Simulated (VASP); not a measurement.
# CaO (Fm-3m) in VASP: notebook

CaO is run at these levels: LDA; tasks: single point.

Program: VASP 6.6.1. These are calculated values, not measurements. Logs are shortened: lines on timing, memory, paths and dates and some standing lists are left out, and cuts for length are marked.

### Step 1. The cell of the first run

It takes space group Fm-3m (No. 225, cubic). The conventional cell has a = 4.707 Å, b = 4.707 Å, c = 4.707 Å, α = 90.00°, β = 90.00°, γ = 90.00°. Within 3.1 Å of Ca (site symmetry m-3m) lie 6 O at 2.35 Å. O (site symmetry m-3m) has 6 Ca at 2.35 Å within 3.1 Å.

### Step 2. Single point, LDA

Input file INCAR:

```
PREC = Accurate
ENCUT = 520
EDIFF = 1E-6
ISMEAR = 0
SIGMA = 0.05
LREAL = F
LASPH = T
NELM = 100
ALGO = Normal
ISIF = 2
LWAVE = F
LCHARG = F
GGA = CA
NBANDS = 15
```

Input file KPOINTS:

```
Automatic mesh
0
Gamma
  8 8 8
```

Input file POSCAR:

```
CaO
1.0
    0.0000000000      2.3536411517      2.3536411517
    2.3536411517      0.0000000000      2.3536411517
    2.3536411517      2.3536411517      0.0000000000
Ca O
1 1
Direct
    0.5000000000      0.5000000000      0.5000000000
    0.0000000000      0.0000000000      0.0000000000
```

Potentials or basis: VASP PAW LDA potentials, release 64 (Ca_sv, O).

Run with:

```
$ cat potpaw_LDA.64/Ca_sv/POTCAR potpaw_LDA.64/O/POTCAR > POTCAR
$ mpirun -np 1 vasp_std > vasp.out
```

OUTCAR:

```text
PREC = Accurate
   ENCUT = 520
   EDIFF = 1E-6
   ISMEAR = 0
   LREAL = F
   LASPH = T
   NELM = 100
   ISIF = 2
   GGA = CA

 ion  position               nearest neighbor table
   1  0.500  0.500  0.500-   2 2.35   2 2.35   2 2.35   2 2.35   2 2.35   2 2.35
   2  0.000  0.000  0.000-   1 2.35   1 2.35   1 2.35   1 2.35   1 2.35   1 2.35

  LATTYP: Found a face centered cubic cell.
 ALAT       =     4.7072823034

  Lattice vectors:

 A1 = (   0.0000000000,   2.3536411517,   2.3536411517)
 A2 = (   2.3536411517,   0.0000000000,   2.3536411517)
 A3 = (   2.3536411517,   2.3536411517,   0.0000000000)

Analysis of symmetry for initial positions (statically):
=====================================================================
 Subroutine PRICEL returns:
 Original cell was already a primitive cell.

 Routine SETGRP: Setting up the symmetry group for a
 face centered cubic supercell.

 Subroutine GETGRP returns: Found 48 space group operations
 (whereof 48 operations were pure point group operations)
 out of a pool of 48 trial point group operations.

The static configuration has the point symmetry O_h .

Analysis of symmetry for dynamics (positions and initial velocities):
=====================================================================
 Subroutine PRICEL returns:
 Original cell was already a primitive cell.

 Routine SETGRP: Setting up the symmetry group for a
 face centered cubic supercell.

 Subroutine GETGRP returns: Found 48 space group operations
 (whereof 48 operations were pure point group operations)
 out of a pool of 48 trial point group operations.

The dynamic configuration has the point symmetry O_h .

 Subroutine INISYM returns: Found 48 space group operations
 (whereof 48 operations are pure point group operations),
 and found     1 'primitive' translations

----------------------------------------------------------------------------------------

                                     Primitive cell

  volume of cell :      26.0766

  direct lattice vectors                    reciprocal lattice vectors
     0.000000000  2.353641152  2.353641152    -0.212436802  0.212436802  0.212436802
     2.353641152  0.000000000  2.353641152     0.212436802 -0.212436802  0.212436802
     2.353641152  2.353641152  0.000000000     0.212436802  0.212436802 -0.212436802

  length of vectors
     3.328551238  3.328551238  3.328551238     0.367951335  0.367951335  0.367951335

  position of ions in fractional coordinates (direct lattice)
     0.500000000  0.500000000  0.500000000
     0.000000000  0.000000000  0.000000000

  ion indices of the primitive-cell ions
   primitive index   ion index
                 1           1
                 2           2

----------------------------------------------------------------------------------------

 KPOINTS: Automatic mesh

Automatic generation of k-mesh.
 Grid dimensions read from file:
 generate k-points for:    8    8    8

 Generating k-lattice:

  Cartesian coordinates                     Fractional coordinates (reciprocal lattice)
    -0.026554600  0.026554600  0.026554600     0.125000000  0.000000000  0.000000000
     0.026554600 -0.026554600  0.026554600     0.000000000  0.125000000  0.000000000
     0.026554600  0.026554600 -0.026554600     0.000000000  0.000000000  0.125000000

  Length of vectors
     0.045993917  0.045993917  0.045993917

  Shift w.r.t. Gamma in fractional coordinates (k-lattice)
     0.000000000  0.000000000  0.000000000

 Subroutine IBZKPT returns following result:
 ===========================================

 Found     29 irreducible k-points:

 Following reciprocal coordinates:
            Coordinates               Weight
  0.000000  0.000000  0.000000      1.000000
  0.125000  0.000000  0.000000      8.000000
  0.250000  0.000000  0.000000      8.000000
  0.375000  0.000000  0.000000      8.000000
  0.500000  0.000000  0.000000      4.000000
  0.125000  0.125000  0.000000      6.000000
[... 16 lines left out ...]
  0.500000  0.250000  0.125000     48.000000
 -0.375000  0.250000  0.125000     24.000000
 [... further k-points ...]
   k-points           NKPTS =     29   k-points in BZ     NKDIM =     29   number of bands    NBANDS=     15
   number of dos      NEDOS =    301   number of ions     NIONS =      2
   total plane-waves  NPLWV =  21952
   dimension x,y,z NGX =    28 NGY =   28 NGZ =   28
   dimension x,y,z NGXF=    56 NGYF=   56 NGZF=   56
   ions per type =               1   1
   NGX,Y,Z   is equivalent  to a cutoff of  13.98, 13.98, 13.98 a.u.
   NGXF,Y,Z  is equivalent  to a cutoff of  27.97, 27.97, 27.97 a.u.
 SYSTEM =  unknown system
   PREC   = accura    normal or accurate (medium, high low for compatibility)
   ISTART =      0    job   : 0-new  1-cont  2-samecut
   ICHARG =      2    charge: 1-file 2-atom 10-const
   ISPIN  =      1    spin polarized calculation?
   LNONCOLLINEAR =      F non collinear calculations
   LSORBIT =      F    spin-orbit coupling
   LASPH  =      T    aspherical Exc in radial PAW
   ENCUT  =  520.0 eV  38.22 Ry    6.18 a.u.   6.19  6.19  6.19*2*pi/ulx,y,z
   NELM   =    100;   NELMIN=  2; NELMDL= -5     # of ELM steps
   EDIFF  = 0.1E-05   stopping-criterion for ELM
   LREAL  =      F    real-space projection
   EDIFFG = 0.1E-04   stopping-criterion for IOM
   NSW    =      0    number of steps for IOM
   IBRION =     -1    ionic relax: 0-MD 1-quasi-New 2-CG
   NFREE  =      0    steps in history (QN), initial steepest desc. (CG)
   ISIF   =      2    stress and relaxation
   ISYM   =      2    0-nonsym 1-usesym 2-fastsym
   POTIM  = 0.5000    time-step for ionic-motion
   TEBEG  =    0.0;   TEEND  =   0.0 temperature during run
   PSTRESS=    0.0 pullay stress
   NELECT =      16.0000    total number of electrons
   NUPDOWN=      -1.0000    fix difference up-down
   EMIN   =  10.00;   EMAX   =-10.00  energy-range for DOS
   EFERMI =   0.00;   METHOD = LEGACY
   ISMEAR =     0;   SIGMA  =   0.05  broadening in eV -4-tet -1-fermi 0-gaus
   EFERMI_NEDOS =   21; number of points for ismear=-14 and -15
   IALGO  =     38    algorithm
   IMIX   =      4    mixing-type and parameters
     AMIX     =   0.40;   BMIX     =  1.00
     AMIX_MAG =   1.60;   BMIX_MAG =  1.00
  volume/ion in A,a.u.               =      13.04        87.99
  Fermi-wavevector in a.u.,A,eV,Ry     =   1.391120  2.628836 26.330195  1.935215
  Thomas-Fermi vector in A             =   2.514990
   LORBIT       =      0    0 simple, 1 ext, 2 COOP (PROOUT), +10 PAW based schemes
   GGA     = CA    functional components
   LHFCALC =     F    Hartree Fock is set to
   AEXX    =    0.0000 exact exchange contribution
   IVDW    =     0    specifies the selected vdW correction
   LEPSILON=     F    determine dielectric tensor
   LRPA    =     F    only Hartree local field effects (RPA)
 non-spin polarized calculation
 Gauss-broadening in eV      SIGMA  =   0.05
  energy-cutoff  :      520.00
  volume of cell :       26.08
 maximum number of plane-waves:       725
 NGX is ok and might be reduce to    28
   NGX = 13   NGY = 13   NGZ = 13

 number of electron      15.9999999 magnetization

 Free energy of the ion-electron system (eV)
  ---------------------------------------------------
  ext. energy  EPLUGINS =         0.00000000
  ---------------------------------------------------
  free energy    TOTEN  =       -14.22028022 eV

  energy without entropy =      -14.22028022  energy(sigma->0) =      -14.22028022

 E-fermi :   2.6106     XC(G=0): -11.3398

 val. band max:        2.3886078372   @ k =   0.0000   0.0000   0.0000
 cond. band min:       5.8074059924   @ k =   0.5000   0.5000   0.0000
 fundamental gap:      3.4187981551
 Fermi energy:         2.6106168541

 k-point     1 :       0.0000    0.0000    0.0000
  band No.  band energies     occupation
      1     -34.4334      2.00000
      2     -15.4255      2.00000
      3     -15.4255      2.00000
      4     -15.4255      2.00000
      5     -12.9430      2.00000
      6       2.3886      2.00000
      7       2.3886      2.00000
      8       2.3886      2.00000
      9       7.4746      0.00000
     10       8.6377      0.00000
     11       8.6377      0.00000
     12       8.6377      0.00000
     13      10.3142      0.00000
     14      10.3142      0.00000
     15      17.5695      0.00000

 k-point     2 :       0.1250    0.0000    0.0000
  band No.  band energies     occupation
      1     -34.4121      2.00000
      2     -15.7305      2.00000
      3     -15.4353      2.00000
      4     -15.4353      2.00000
      5     -12.6304      2.00000
      6       1.8170      2.00000
      7       2.1459      2.00000
      8       2.1459      2.00000
      9       8.1675      0.00000
     10       8.6049      0.00000
     11       8.9306      0.00000
     12       8.9306      0.00000
     13      10.7312      0.00000
     14      10.7312      0.00000
     15      18.2622      0.00000

 k-point     3 :       0.2500    0.0000    0.0000
  band No.  band energies     occupation
      1     -34.3602      2.00000
      2     -16.2941      2.00000
      3     -15.4589      2.00000
      4     -15.4589      2.00000
      5     -12.0465      2.00000
      6       0.7346      2.00000
      7       1.6325      2.00000
      8       1.6325      2.00000
      9       8.6968      0.00000
     10       9.6554      0.00000
     11       9.7025      0.00000
     12       9.7025      0.00000
     13      11.7270      0.00000
     14      11.7270      0.00000
     15      18.8576      0.00000
[... 343 lines left out ...]
 k-point    23 :       0.5000    0.2500    0.1250
  band No.  band energies     occupation
      1     -34.2807      2.00000
      2     -16.5357      2.00000
      3     -15.7193      2.00000
      4     -15.5547      2.00000
      5     -11.8347      2.00000
      6       0.2404      2.00000
      7       1.1987      2.00000
      8       1.4886      2.00000
      9       8.2829      0.00000
     10      10.1441      0.00000
     11      11.1434      0.00000
     12      11.3395      0.00000
     13      12.7875      0.00000
     14      14.0076      0.00000
     15      17.7853      0.00000

 k-point    24 :      -0.3750    0.2500    0.1250
  band No.  band energies     occupation
      1     -34.2633      2.00000
      2     -16.6137      2.00000
      3     -15.7388      2.00000
      4     -15.5885      2.00000
      5     -11.7712      2.00000
      6       0.1858      2.00000
      7       1.1779      2.00000
      8       1.2186      2.00000
      9       9.2702      0.00000
     10       9.3403      0.00000
     11      11.4742      0.00000
     12      11.7822      0.00000
     13      13.1075      0.00000
     14      14.8240      0.00000
     15      16.8803      0.00000

 [... further k-points ...]
[... 5 lines left out ...]
  --------------------------------------------------------------------------------------
  -------------------------------------------------------------------------------------
  Total        0.1713160      0.1713160      0.1713160      0.0000000     -0.0000000      0.0000000
  in kB       10.5258653     10.5258653     10.5258653      0.0000000     -0.0000000      0.0000000
  external PRESSURE =      10.5258653 kB  Pullay stress =       0.0000000 kB

 VOLUME and BASIS-vectors are now :
 -----------------------------------------------------------------------------
  energy-cutoff  :      520.00
  volume of cell :       26.08
      direct lattice vectors                 reciprocal lattice vectors
     0.000000000  2.353641152  2.353641152    -0.212436802  0.212436802  0.212436802
     2.353641152  0.000000000  2.353641152     0.212436802 -0.212436802  0.212436802
     2.353641152  2.353641152  0.000000000     0.212436802  0.212436802 -0.212436802

 POSITION                                       TOTAL-FORCE (eV/Angst)
 -----------------------------------------------------------------------------------
      2.35364      2.35364      2.35364         0.000000      0.000000      0.000000
      0.00000      0.00000      0.00000        -0.000000     -0.000000     -0.000000
 -----------------------------------------------------------------------------------
    total drift:                                0.000000      0.000000      0.000000

  FREE ENERGIE OF THE ION-ELECTRON SYSTEM (eV)
  ---------------------------------------------------
  free  energy   TOTEN  =       -14.2202802168 eV

  energy  without entropy=      -14.2202802168  energy(sigma->0) =      -14.22028022
```

Wall time 5.6 s (1 thread of Intel Xeon 6975P-C (Granite Rapids), shared host); peak memory 0.14 GiB.

Results:

- Free energy: -14.2203 eV
- Pressure: 1.1 GPa
- Band gap on the k mesh: 3.42 eV, indirect (least direct gap 3.78 eV)

### Step 3. Single point, LDA (volume scaled by 1.02)

Input file INCAR:

```
PREC     = Accurate       # precision mode
ENCUT    = 520            # plane-wave cutoff, eV
EDIFF    = 1E-6           # SCF threshold, eV
ISMEAR   = 0              # smearing method
SIGMA    = 0.05           # smearing width, eV
LREAL    = F              # projectors in reciprocal space
LASPH    = T              # aspherical terms in the spheres
NELM     = 100            # most SCF steps
ALGO     = Normal         # electronic algorithm
ISIF     = 2              # what is computed and relaxed
LWAVE    = F              # write WAVECAR
LCHARG   = F              # write CHGCAR
GGA      = CA             # functional
NBANDS   = 15             # bands
```

Input file KPOINTS:

```
regular mesh
0
Gamma
  8 8 8
```

Input file POSCAR:

```
CaO
1.0
    0.0000000000      2.3692286335      2.3692286335
    2.3692286335      0.0000000000      2.3692286335
    2.3692286335      2.3692286335      0.0000000000
Ca O
1 1
Direct
    0.5000000000      0.5000000000      0.5000000000
    0.0000000000      0.0000000000      0.0000000000
```

Potentials or basis: VASP PAW LDA potentials, release 64 (Ca_sv, O).

Run with:

```
$ cat potpaw_LDA.64/Ca_sv/POTCAR potpaw_LDA.64/O/POTCAR > POTCAR
$ mpirun -np 1 vasp_std > vasp.out
```

OUTCAR:

```text
PREC = Accurate
   ENCUT = 520
   EDIFF = 1E-6
   ISMEAR = 0
   LREAL = F
   LASPH = T
   NELM = 100
   ISIF = 2
   GGA = CA

 ion  position               nearest neighbor table
   1  0.500  0.500  0.500-   2 2.37   2 2.37   2 2.37   2 2.37   2 2.37   2 2.37
   2  0.000  0.000  0.000-   1 2.37   1 2.37   1 2.37   1 2.37   1 2.37   1 2.37

  LATTYP: Found a face centered cubic cell.
 ALAT       =     4.7384572670

  Lattice vectors:

 A1 = (   0.0000000000,   2.3692286335,   2.3692286335)
 A2 = (   2.3692286335,   0.0000000000,   2.3692286335)
 A3 = (   2.3692286335,   2.3692286335,   0.0000000000)

Analysis of symmetry for initial positions (statically):
=====================================================================
 Subroutine PRICEL returns:
 Original cell was already a primitive cell.

 Routine SETGRP: Setting up the symmetry group for a
 face centered cubic supercell.

 Subroutine GETGRP returns: Found 48 space group operations
 (whereof 48 operations were pure point group operations)
 out of a pool of 48 trial point group operations.

The static configuration has the point symmetry O_h .

Analysis of symmetry for dynamics (positions and initial velocities):
[... 168 lines left out ...]
  band No.  band energies     occupation
      1     -34.6285      2.00000
      2     -15.6397      2.00000
      3     -15.6397      2.00000
      4     -15.6397      2.00000
      5     -13.0256      2.00000
      6       2.2668      2.00000
      7       2.2668      2.00000
      8       2.2668      2.00000
      9       7.1829      0.00000
     10       8.4728      0.00000
     11       8.4728      0.00000
     12       8.4728      0.00000
     13      10.1119      0.00000
     14      10.1119      0.00000
[... 401 lines left out ...]
      2     -16.7407      2.00000
      3     -15.9333      2.00000
      4     -15.7927      2.00000
      5     -11.9239      2.00000
      6       0.0957      2.00000
      7       1.0750      2.00000
      8       1.1265      2.00000
      9       9.0730      0.00000
     10       9.1423      0.00000
     11      11.2366      0.00000
     12      11.5045      0.00000
     13      12.8236      0.00000
     14      14.5062      0.00000
     15      16.4884      0.00000

 [... further k-points ...]
[... 5 lines left out ...]
  --------------------------------------------------------------------------------------
  -------------------------------------------------------------------------------------
  Total       -0.2439504     -0.2439504     -0.2439504      0.0000000     -0.0000000     -0.0000000
  in kB      -14.6947183    -14.6947183    -14.6947183      0.0000000     -0.0000000     -0.0000000
  external PRESSURE =     -14.6947183 kB  Pullay stress =       0.0000000 kB

 VOLUME and BASIS-vectors are now :
 -----------------------------------------------------------------------------
  energy-cutoff  :      520.00
  volume of cell :       26.60
      direct lattice vectors                 reciprocal lattice vectors
     0.000000000  2.369228634  2.369228634    -0.211039151  0.211039151  0.211039151
     2.369228634  0.000000000  2.369228634     0.211039151 -0.211039151  0.211039151
     2.369228634  2.369228634  0.000000000     0.211039151  0.211039151 -0.211039151

 POSITION                                       TOTAL-FORCE (eV/Angst)
 -----------------------------------------------------------------------------------
      2.36923      2.36923      2.36923        -0.000000     -0.000000      0.000000
      0.00000      0.00000      0.00000         0.000000      0.000000     -0.000000
 -----------------------------------------------------------------------------------
    total drift:                                0.000000      0.000000      0.000000

  FREE ENERGIE OF THE ION-ELECTRON SYSTEM (eV)
  ---------------------------------------------------
  free  energy   TOTEN  =       -14.2200015082 eV

  energy  without entropy=      -14.2200015082  energy(sigma->0) =      -14.22000151
```

stdout:

```text
POSCAR found type information on POSCAR CaO
 POSCAR found :  2 types and       2 ions
 scaLAPACK will be used
 LDA part: xc-table for (Slater(with rela. corr.)+CA(PZ))
 , standard interpolation
 POSCAR, INCAR and KPOINTS ok, starting setup
 FFT: planning ... GRIDC
 FFT: planning ... GRID_SOFT
 FFT: planning ... GRID
 WAVECAR not read
 entering main loop
```

Wall time 5.5 s (1 thread of Intel Xeon 6975P-C (Granite Rapids), shared host); peak memory 0.14 GiB.

What came out:

```
Free energy            : -14.2200 eV
Pressure               : -1.5 GPa
Band gap on the k mesh : 3.43 eV, indirect (least direct gap 3.80 eV)
```
